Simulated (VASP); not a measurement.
A run of VASP 6.6.1 is set up as follows.

Contents of INCAR:

```
SYSTEM = HfSi3
PREC     = Accurate       ! precision mode
ENCUT    = 520            ! plane-wave cutoff, eV
EDIFF    = 1E-6           ! SCF threshold, eV
ISMEAR   = -1             ! smearing method
SIGMA    = 0.1698         ! smearing width, eV
LREAL    = Auto         
LASPH    = .True.         ! aspherical terms in the spheres
NELM     = 80             ! most SCF steps
ALGO     = Normal         ! electronic algorithm
ISIF     = 2              ! what is computed and relaxed
LWAVE    = .False.        ! write WAVECAR
LCHARG   = .True.         ! write CHGCAR
GGA      = PE             ! functional
LELF     = .True.         ! ELF
LVHAR    = .True.       
ISYM     = 0            
NBANDS   = 71             ! bands
```

File KPOINTS:

```
Automatic mesh
0
Gamma
  1 1 1
  0.25 0.25 0.25
```

The input POSCAR:

```
HfSi3
1.0
    6.7792930000     -0.0738530000     -0.2467120000
   -0.0738530000      7.0813630000     -0.0543890000
   -0.2467120000     -0.0543890000      7.0472650000
Si Hf
15 5
Direct
    1.0231123303      1.0319523979      0.8489513234
    0.3781186604      0.1934652447      0.8859406865
    0.8066531833      0.8405522678      0.4369628242
    0.5765730103      1.1500352176      0.4045154746
    0.3782909212      0.4635374617      0.4128796418
    0.6787418083      0.3819738891      0.6055387341
    0.4501465183      0.7720670238      0.9894681839
    1.0313052467      0.4908798098      0.3461019051
    0.2536164327      0.7695244182      0.6770745645
    0.4650952548      0.8021295811      0.3563966455
    0.3349959464      0.0517896140      0.5754031252
    0.4248032009      0.5142073080      0.8219973662
   -0.0119948073      0.5558511168      0.7087349381
    0.0282630212      0.3311906614      0.0211253522
    0.7295549070      0.8075500499      0.7557819650
    0.0597341753      0.6956569498      1.0848119410
    0.7101601610      1.0509635303      0.1021677046
    0.6669833728      0.4895378016      0.1879635963
    0.9538027447      0.1924103035      0.5068306055
    0.2518086611      0.1004428533      0.2238224623
```

Potentials or basis: VASP PAW PBE potentials, release 64 (Si, Hf_pv).

Command:

```sh
$ cat potpaw_PBE.64/Si/POTCAR potpaw_PBE.64/Hf_pv/POTCAR > POTCAR
$ mpirun -np 1 vasp_std > vasp.out
```

Question: Estimate the band gap on the k mesh.

Answer: 0.24 eV.

Question: Estimate the largest force.

Answer: 3.995 eV/Å.

Forces on the atoms (eV/Å):
```
Si   0.080 -0.155  0.771
Si   0.328  0.216  0.146
Si   1.154 -1.098 -0.880
Si   1.520  0.330 -0.696
Si  -0.033 -0.035  0.425
Si  -1.320  2.286  1.759
Si  -0.075  1.992  1.520
Si   0.335 -0.706  1.664
Si  -0.733 -1.174  0.497
Si  -0.640 -0.580 -0.956
Si  -1.508  0.375  2.112
Si   0.579 -2.451 -1.518
Si  -0.163 -0.270  0.369
Si  -1.617  0.167 -0.246
Si   0.476 -0.406  0.870
Hf  -0.094  3.196 -2.395
Hf   1.715 -1.254 -1.677
Hf  -0.112  0.455 -0.325
Hf   0.968 -0.699  0.651
Hf  -0.861 -0.190 -2.092
```

Caveat: the k points lie up to 0.93 Å⁻¹ apart; spin-orbit coupling is left out, which moves the levels of the heavy elements.
